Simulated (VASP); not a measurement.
# InSb3 (P4/mmm) in VASP: a series of runs

Runs on InSb3. Level: PBEsol. Tasks: single point.

Everything below comes from runs of VASP 6.6.1. Logs are shortened: lines on timing, memory, paths and dates and some standing lists are left out, and cuts for length are marked.

**1. The cell of the first run**

It takes space group P4/mmm (No. 123, tetragonal). The conventional cell has a = 4.550 Å, b = 4.550 Å, c = 4.834 Å, α = 90.00°, β = 90.00°, γ = 90.00°. Within 4.2 Å of In (site symmetry 4/mmm) lie 12 Sb at 3.22 to 3.32 Å. Within 4.2 Å of Sb (site symmetry mmm) lie 8 Sb at 3.22 to 3.32 Å and 4 In at 3.32 Å. Sb (site symmetry 4/mmm) has 4 In at 3.22 Å and 8 Sb at 3.32 Å within 4.2 Å.

**2. Single point, PBEsol (volume 25.021 Å^3 an atom, c/a of the conventional cell 1.0625)**

The input, INCAR:

```
PREC = Accurate
ENCUT = 520
EDIFF = 1E-6
ISMEAR = 0
SIGMA = 0.15
LREAL = F
LASPH = T
NELM = 100
ALGO = Normal
ISIF = 2
LWAVE = F
LCHARG = T
GGA = PS
LELF = T
LVHAR = T
NBANDS = 22
```

The input, KPOINTS:

```
Automatic mesh
0
Gamma
  10 10 10
```

The input, POSCAR:

```
InSb3
1.0
    4.5500053276      0.0000000000      0.0000000000
    0.0000000000      4.5500053276      0.0000000000
    0.0000000000      0.0000000000      4.8343806605
In Sb
1 3
Direct
    0.0000000000      0.0000000000      0.0000000000
    0.5000000000      0.0000000000      0.5000000000
    0.0000000000      0.5000000000      0.5000000000
    0.5000000000      0.5000000000      0.0000000000
```

Potentials or basis: VASP PAW PBE potentials, release 64 (In_d, Sb).

Started as:

```
$ cat potpaw_PBE.64/In_d/POTCAR potpaw_PBE.64/Sb/POTCAR > POTCAR
$ mpirun -np 1 vasp_std > vasp.out
```

OUTCAR:

```text
PREC = Accurate
   ENCUT = 520
   EDIFF = 1E-6
   ISMEAR = 0
   LREAL = F
   LASPH = T
   NELM = 100
   ISIF = 2
   GGA = PS

 ion  position               nearest neighbor table
   1  0.000  0.000  0.000-   4 3.22   4 3.22   4 3.22   4 3.22   3 3.32   3 3.32   3 3.32   3 3.32
                             2 3.32   2 3.32   2 3.32   2 3.32
   2  0.500  0.000  0.500-   3 3.22   3 3.22   3 3.22   3 3.22   4 3.32   1 3.32   4 3.32   4 3.32
                             1 3.32   4 3.32   1 3.32   1 3.32
   3  0.000  0.500  0.500-   2 3.22   2 3.22   2 3.22   2 3.22   4 3.32   1 3.32   1 3.32   1 3.32
                             4 3.32   4 3.32   4 3.32   1 3.32
   4  0.500  0.500  0.000-   1 3.22   1 3.22   1 3.22   1 3.22   3 3.32   2 3.32   2 3.32   2 3.32
                             3 3.32   3 3.32   3 3.32   2 3.32

  LATTYP: Found a simple tetragonal cell.
 ALAT       =     4.5500053276
 C/A-ratio  =     1.0625000000

  Lattice vectors:

 A1 = (   4.5500053276,   0.0000000000,   0.0000000000)
 A2 = (   0.0000000000,   4.5500053276,   0.0000000000)
 A3 = (   0.0000000000,   0.0000000000,   4.8343806605)

Analysis of symmetry for initial positions (statically):
=====================================================================
 Subroutine PRICEL returns:
 Original cell was already a primitive cell.

 Routine SETGRP: Setting up the symmetry group for a
 simple tetragonal supercell.

 Subroutine GETGRP returns: Found 16 space group operations
 (whereof 16 operations were pure point group operations)
 out of a pool of 16 trial point group operations.

The static configuration has the point symmetry D_4h.

Analysis of symmetry for dynamics (positions and initial velocities):
=====================================================================
 Subroutine PRICEL returns:
 Original cell was already a primitive cell.

 Routine SETGRP: Setting up the symmetry group for a
 simple tetragonal supercell.

 Subroutine GETGRP returns: Found 16 space group operations
 (whereof 16 operations were pure point group operations)
 out of a pool of 16 trial point group operations.

The dynamic configuration has the point symmetry D_4h.

 Subroutine INISYM returns: Found 16 space group operations
 (whereof 16 operations are pure point group operations),
 and found     1 'primitive' translations

----------------------------------------------------------------------------------------

                                     Primitive cell

  volume of cell :     100.0840

  direct lattice vectors                    reciprocal lattice vectors
     4.550005328  0.000000000  0.000000000     0.219779962  0.000000000  0.000000000
     0.000000000  4.550005328  0.000000000     0.000000000  0.219779962  0.000000000
     0.000000000  0.000000000  4.834380660     0.000000000  0.000000000  0.206851729

  length of vectors
     4.550005328  4.550005328  4.834380660     0.219779962  0.219779962  0.206851729

  position of ions in fractional coordinates (direct lattice)
     0.000000000  0.000000000  0.000000000
     0.500000000  0.000000000  0.500000000
     0.000000000  0.500000000  0.500000000
     0.500000000  0.500000000  0.000000000

  ion indices of the primitive-cell ions
   primitive index   ion index
                 1           1
                 2           2
                 3           3
                 4           4

----------------------------------------------------------------------------------------

 KPOINTS: Automatic mesh

Automatic generation of k-mesh.
 Grid dimensions read from file:
 generate k-points for:   10   10   10

 Generating k-lattice:

  Cartesian coordinates                     Fractional coordinates (reciprocal lattice)
     0.021977996  0.000000000  0.000000000     0.100000000  0.000000000  0.000000000
     0.000000000  0.021977996  0.000000000     0.000000000  0.100000000  0.000000000
     0.000000000  0.000000000  0.020685173     0.000000000  0.000000000  0.100000000

  Length of vectors
     0.021977996  0.021977996  0.020685173

  Shift w.r.t. Gamma in fractional coordinates (k-lattice)
     0.000000000  0.000000000  0.000000000

 Subroutine IBZKPT returns following result:
 ===========================================

 Found    126 irreducible k-points:

 Following reciprocal coordinates:
            Coordinates               Weight
  0.000000  0.000000  0.000000      1.000000
  0.100000  0.000000  0.000000      4.000000
  0.200000  0.000000  0.000000      4.000000
  0.300000  0.000000  0.000000      4.000000
  0.400000  0.000000  0.000000      4.000000
  0.500000  0.000000  0.000000      2.000000
[... 16 lines left out ...]
  0.100000  0.000000  0.100000      8.000000
  0.200000  0.000000  0.100000      8.000000
 [... further k-points ...]
   k-points           NKPTS =    126   k-points in BZ     NKDIM =    126   number of bands    NBANDS=     22
   number of dos      NEDOS =    301   number of ions     NIONS =      4
   total plane-waves  NPLWV =  46656
   dimension x,y,z NGX =    36 NGY =   36 NGZ =   36
   dimension x,y,z NGXF=    72 NGYF=   72 NGZF=   72
   ions per type =               1   3
   NGX,Y,Z   is equivalent  to a cutoff of  13.15, 13.15, 12.38 a.u.
   NGXF,Y,Z  is equivalent  to a cutoff of  26.31, 26.31, 24.76 a.u.
 SYSTEM =  unknown system
   PREC   = accura    normal or accurate (medium, high low for compatibility)
   ISTART =      0    job   : 0-new  1-cont  2-samecut
   ICHARG =      2    charge: 1-file 2-atom 10-const
   ISPIN  =      1    spin polarized calculation?
   LNONCOLLINEAR =      F non collinear calculations
   LSORBIT =      F    spin-orbit coupling
   LASPH  =      T    aspherical Exc in radial PAW
   ENCUT  =  520.0 eV  38.22 Ry    6.18 a.u.   8.46  8.46  8.99*2*pi/ulx,y,z
   NELM   =    100;   NELMIN=  2; NELMDL= -5     # of ELM steps
   EDIFF  = 0.1E-05   stopping-criterion for ELM
   LREAL  =      F    real-space projection
   EDIFFG = 0.1E-04   stopping-criterion for IOM
   NSW    =      0    number of steps for IOM
   IBRION =     -1    ionic relax: 0-MD 1-quasi-New 2-CG
   NFREE  =      0    steps in history (QN), initial steepest desc. (CG)
   ISIF   =      2    stress and relaxation
   ISYM   =      2    0-nonsym 1-usesym 2-fastsym
   POTIM  = 0.5000    time-step for ionic-motion
   TEBEG  =    0.0;   TEEND  =   0.0 temperature during run
   PSTRESS=    0.0 pullay stress
   NELECT =      28.0000    total number of electrons
   NUPDOWN=      -1.0000    fix difference up-down
   EMIN   =  10.00;   EMAX   =-10.00  energy-range for DOS
   EFERMI =   0.00;   METHOD = LEGACY
   ISMEAR =     0;   SIGMA  =   0.15  broadening in eV -4-tet -1-fermi 0-gaus
   EFERMI_NEDOS =   21; number of points for ismear=-14 and -15
   IALGO  =     38    algorithm
   IMIX   =      4    mixing-type and parameters
     AMIX     =   0.40;   BMIX     =  1.00
     AMIX_MAG =   1.60;   BMIX_MAG =  1.00
  volume/ion in A,a.u.               =      25.02       168.85
  Fermi-wavevector in a.u.,A,eV,Ry     =   1.070712  2.023352 15.598045  1.146424
  Thomas-Fermi vector in A             =   2.206430
   LORBIT       =      0    0 simple, 1 ext, 2 COOP (PROOUT), +10 PAW based schemes
   GGA     = PS    functional components
   LHFCALC =     F    Hartree Fock is set to
   AEXX    =    0.0000 exact exchange contribution
   IVDW    =     0    specifies the selected vdW correction
   LEPSILON=     F    determine dielectric tensor
   LRPA    =     F    only Hartree local field effects (RPA)
 non-spin polarized calculation
 Gauss-broadening in eV      SIGMA  =   0.15
  energy-cutoff  :      520.00
  volume of cell :      100.08
 maximum number of plane-waves:      2716
 NGX is ok and might be reduce to    36
   NGX = 17   NGY = 17   NGZ = 17

 number of electron      28.0000006 magnetization

 Free energy of the ion-electron system (eV)
  ---------------------------------------------------
  ext. energy  EPLUGINS =         0.00000000
  ---------------------------------------------------
  free energy    TOTEN  =       -16.00513798 eV

  energy without entropy =      -15.98387034  energy(sigma->0) =      -15.99450416

 E-fermi :   9.0014     XC(G=0): -10.6412

 val. band max:        8.9987145809   @ k =   0.2000   0.0000   0.1000
 cond. band min:       9.0025123545   @ k =   0.4000   0.1000   0.1000
 fundamental gap:      0.0037977736
 Fermi energy:         9.0013592939

 k-point     1 :       0.0000    0.0000    0.0000
  band No.  band energies     occupation
      1      -5.5318      2.00000
      2      -5.5134      2.00000
      3      -5.4949      2.00000
      4      -5.4937      2.00000
      5      -5.4937      2.00000
      6      -3.9534      2.00000
[... 14 lines left out ...]
     21      14.0728      0.00000
     22      14.0728      0.00000

 k-point     2 :       0.1000    0.0000    0.0000
  band No.  band energies     occupation
      1      -5.5301      2.00000
      2      -5.5113      2.00000
      3      -5.4972      2.00000
      4      -5.4958      2.00000
      5      -5.4937      2.00000
      6      -3.8824      2.00000
[... 14 lines left out ...]
     21      14.1811      0.00000
     22      14.6125      0.00000

 k-point     3 :       0.2000    0.0000    0.0000
  band No.  band energies     occupation
      1      -5.5262      2.00000
      2      -5.5056      2.00000
      3      -5.5031      2.00000
      4      -5.5010      2.00000
      5      -5.4935      2.00000
      6      -3.6707      2.00000
[... 14 lines left out ...]
     21      15.1039      0.00000
     22      15.1468      0.00000

 k-point     4 :       0.3000    0.0000    0.0000
  band No.  band energies     occupation
      1      -5.5218      2.00000
      2      -5.5104      2.00000
      3      -5.5075      2.00000
      4      -5.4982      2.00000
      5      -5.4934      2.00000
      6      -3.3242      2.00000
[... 14 lines left out ...]
     21      14.3482      0.00000
     22      14.5231      0.00000

 k-point     5 :       0.4000    0.0000    0.0000
  band No.  band energies     occupation
      1      -5.5185      2.00000
      2      -5.5162      2.00000
      3      -5.5127      2.00000
      4      -5.4932      2.00000
      5      -5.4922      2.00000
      6      -2.8710      2.00000
[... 14 lines left out ...]
     21      13.5913      0.00000
     22      14.8300      0.00000

 k-point     6 :       0.5000    0.0000    0.0000
  band No.  band energies     occupation
      1      -5.5185      2.00000
      2      -5.5173      2.00000
      3      -5.5147      2.00000
      4      -5.4932      2.00000
      5      -5.4899      2.00000
      6      -2.5356      2.00000
[... 14 lines left out ...]
     21      13.2438      0.00000
     22      15.0240      0.00000

 k-point     7 :       0.1000    0.1000    0.0000
  band No.  band energies     occupation
      1      -5.5285      2.00000
      2      -5.5092      2.00000
      3      -5.4998      2.00000
      4      -5.4959      2.00000
      5      -5.4954      2.00000
      6      -3.8112      2.00000
[... 324 lines left out ...]
      6      -1.3907      2.00000
[... 14 lines left out ...]
     21      15.0374      0.00000
     22      17.2680      0.00000

 k-point    21 :       0.5000    0.5000    0.0000
  band No.  band energies     occupation
      1      -5.5743      2.00000
      2      -5.5117      2.00000
      3      -5.5117      2.00000
      4      -5.5026      2.00000
      5      -5.4609      2.00000
      6      -0.8107      2.00000
[... 14 lines left out ...]
     21      15.3263      0.00000
     22      17.3145      0.00000

 k-point    22 :       0.0000    0.0000    0.1000
  band No.  band energies     occupation
      1      -5.5300      2.00000
      2      -5.5128      2.00000
      3      -5.4951      2.00000
      4      -5.4951      2.00000
      5      -5.4949      2.00000
      6      -3.8915      2.00000
[... 14 lines left out ...]
     21      14.4906      0.00000
     22      14.4912      0.00000

 k-point    23 :       0.1000    0.0000    0.1000
  band No.  band energies     occupation
      1      -5.5284      2.00000
      2      -5.5107      2.00000
      3      -5.4974      2.00000
      4      -5.4971      2.00000
      5      -5.4950      2.00000
      6      -3.8203      2.00000
[... 14 lines left out ...]
     21      14.5354      0.00000
     22      15.1085      0.00000

 k-point    24 :       0.2000    0.0000    0.1000
  band No.  band energies     occupation
      1      -5.5244      2.00000
      2      -5.5051      2.00000
      3      -5.5031      2.00000
      4      -5.5030      2.00000
      5      -5.4948      2.00000
      6      -3.6081      2.00000
[... 14 lines left out ...]
     21      14.6162      0.00000
     22      14.6974      0.00000

 [... further k-points ...]

------------------------ aborting loop because EDIFF is reached ----------------------------------------

  FORCE on cell =-STRESS in cart. coord.  units (eV):
  Direction    XX          YY          ZZ          XY          YZ          ZX
  --------------------------------------------------------------------------------------
  -------------------------------------------------------------------------------------
  Total        2.4075191      2.4075191      2.2684762      0.0000000      0.0000000      0.0000000
  in kB       38.5403518     38.5403518     36.3145070      0.0000000      0.0000000      0.0000000
  external PRESSURE =      37.7984035 kB  Pullay stress =       0.0000000 kB

 VOLUME and BASIS-vectors are now :
 -----------------------------------------------------------------------------
  energy-cutoff  :      520.00
  volume of cell :      100.08
      direct lattice vectors                 reciprocal lattice vectors
     4.550005328  0.000000000  0.000000000     0.219779962  0.000000000  0.000000000
     0.000000000  4.550005328  0.000000000     0.000000000  0.219779962  0.000000000
     0.000000000  0.000000000  4.834380660     0.000000000  0.000000000  0.206851729

 POSITION                                       TOTAL-FORCE (eV/Angst)
 -----------------------------------------------------------------------------------
      0.00000      0.00000      0.00000         0.000000      0.000000      0.000000
      2.27500      0.00000      2.41719         0.000000      0.000000      0.000000
      0.00000      2.27500      2.41719         0.000000      0.000000      0.000000
      2.27500      2.27500      0.00000         0.000000      0.000000      0.000000
 -----------------------------------------------------------------------------------
    total drift:                                0.000000     -0.000000     -0.000000

  FREE ENERGIE OF THE ION-ELECTRON SYSTEM (eV)
  ---------------------------------------------------
  free  energy   TOTEN  =       -16.0051379819 eV

  energy  without entropy=      -15.9838703409  energy(sigma->0) =      -15.99450416
```

Wall time 2 min (1 thread of Intel Xeon 6975P-C, shared host); peak memory 0.39 GiB.

Results:

* Free energy: -16.0051 eV
* Pressure: 3.8 GPa
* Band gap on the k mesh: zero (band 14 reaches 12.43 eV, above the bottom of band 15 at 7.59 eV)

Stress tensor (GPa, compression positive):
```
3.85 0.00 0.00
0.00 3.85 0.00
0.00 0.00 3.63
```

Levels at points of the mesh, in eV from the Fermi level:
| k point | band 11 | band 12 | band 13 | band 14 | band 15 | band 16 | band 17 | band 18 |
| --- | --- | --- | --- | --- | --- | --- | --- | --- |
| (0.00, 0.00, 0.00) | -4.62 | -3.56 | 0.38 | 0.38 | 0.51 | 1.80 | 2.05 | 2.05 |
| (0.50, 0.00, 0.00) | -2.94 | -2.66 | -2.16 | -1.34 | -1.10 | 2.13 | 2.46 | 2.80 |
| (0.50, 0.50, 0.00) | -2.12 | -2.12 | -1.73 | -1.41 | -1.41 | -0.88 | 0.62 | 4.33 |
| (0.00, 0.00, 0.50) | -3.26 | -2.35 | -2.35 | -1.01 | -0.88 | 1.93 | 2.40 | 2.82 |
| (0.50, 0.00, 0.50) | -1.45 | -1.44 | -1.43 | -1.17 | -1.07 | 0.01 | 1.06 | 3.32 |
| (0.50, 0.50, 0.50) | -5.54 | -5.54 | -5.04 | 3.43 | 3.74 | 3.74 | 4.56 | 4.66 |

Caveat: the PAW data sets were made with another functional, which shifts forces and pressure a little; spin-orbit coupling is left out, which moves the levels of the heavy elements.

**3. Single point, PBEsol (volume 25.021 Å^3 an atom, c/a of the conventional cell 1.1996)**

The input, INCAR:

```
  PREC = Accurate
  ENCUT = 520
  EDIFF = 1E-7
  ISMEAR = 0
  SIGMA = 0.15
  LREAL = F
  LASPH = T
  NELM = 60
  ALGO = Normal
  ISIF = 2
  LWAVE = F
  LCHARG = F
  GGA = PS
  NBANDS = 22
```

KPOINTS is that of step 2.

The input, POSCAR:

```
InSb3
1.0
    4.3696105603      0.0000000000      0.0000000000
    0.0000000000      4.3696105603      0.0000000000
    0.0000000000      0.0000000000      5.2417848281
In Sb
1 3
Direct
    0.0000000000      0.0000000000      0.0000000000
    0.5000000000      0.0000000000      0.5000000000
    0.0000000000      0.5000000000      0.5000000000
    0.5000000000      0.5000000000      0.0000000000
```

Potentials or basis: VASP PAW PBE potentials, release 64 (In_d, Sb).

Started as:

```
$ cat potpaw_PBE.64/In_d/POTCAR potpaw_PBE.64/Sb/POTCAR > POTCAR
$ mpirun -np 1 vasp_std > vasp.out
```

It took 2.2 min on 1 thread of Intel Xeon 6975P-C, shared host; peak memory 0.38 GiB.

The run converged. Its results:

| Property | Result |
| --- | --- |
| Free energy | -15.9834 eV |
| Pressure | 4.0 GPa |
| Band gap on the k mesh | zero (band 14 reaches 11.14 eV, above the bottom of band 15 at 7.36 eV) |

Stress tensor (GPa, compression positive):
```
4.57 0.00 0.00
0.00 4.57 0.00
0.00 0.00 3.00
```

Levels at points of the mesh, in eV from the Fermi level:
```
           k point  band 12  band 13  band 14  band 15  band 16  band 17
(0.00, 0.00, 0.00)    -3.10    -0.16    -0.16     0.74     1.92     3.05
(0.50, 0.00, 0.00)    -2.25    -1.60    -0.93    -0.83     1.67     2.63
(0.50, 0.50, 0.00)    -2.89    -1.90    -1.86    -1.58    -1.58     0.33
(0.00, 0.00, 0.50)    -2.13    -2.13    -0.67    -0.34     0.50     1.36
(0.50, 0.00, 0.50)    -1.00    -0.94    -0.83    -0.62     0.65     1.52
(0.50, 0.50, 0.50)    -5.36    -4.90     2.20     2.62     2.62     5.03
```

Caveat: the PAW data sets were made with another functional, which shifts forces and pressure a little; spin-orbit coupling is left out, which moves the levels of the heavy elements.

(Part 1 of 2 ends here.)
